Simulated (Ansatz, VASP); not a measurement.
# Two plane-wave programs on Ge

```
Ge
1.0
     0.00000    2.79068    2.79068
     2.79068    0.00000    2.79068
     2.79068    2.79068    0.00000
Ge
2
Cartesian
  4.1860 4.1860 4.1860
  2.7907 2.7907 2.7907
```

Alike in both runs: task single point; functional B3LYP; k mesh 4 × 4 × 4; occupations fermi-dirac, width 0.05 eV; no spin polarisation.

|  | VASP | Ansatz |
| --- | --- | --- |
| version | VASP 6.6.1 | Ansatz 0.2.0 |
| potentials or method | VASP PAW PBE potentials, release 64 (Ge_d) | Ansatz PAW |
| plane-wave cutoff (eV) | 520 | 420 |
| valence electrons in the cell | 28 | 28 |

VASP gave:

* gap on the k mesh at the Fermi level (eV): 1.44
* least direct gap on the mesh (eV): 1.54
* pressure (GPa): 8.1

Which values does Ansatz return?

gap on the k mesh at the Fermi level (eV): 1.37; least direct gap on the mesh (eV): 1.46; pressure (GPa): 8.0.

VASP's potentials were made for PBE, not for B3LYP. With one functional, cell and mesh, what is left measures potentials, basis and numerics.

The k mesh is coarse, so the values compare programs but aren't converged.
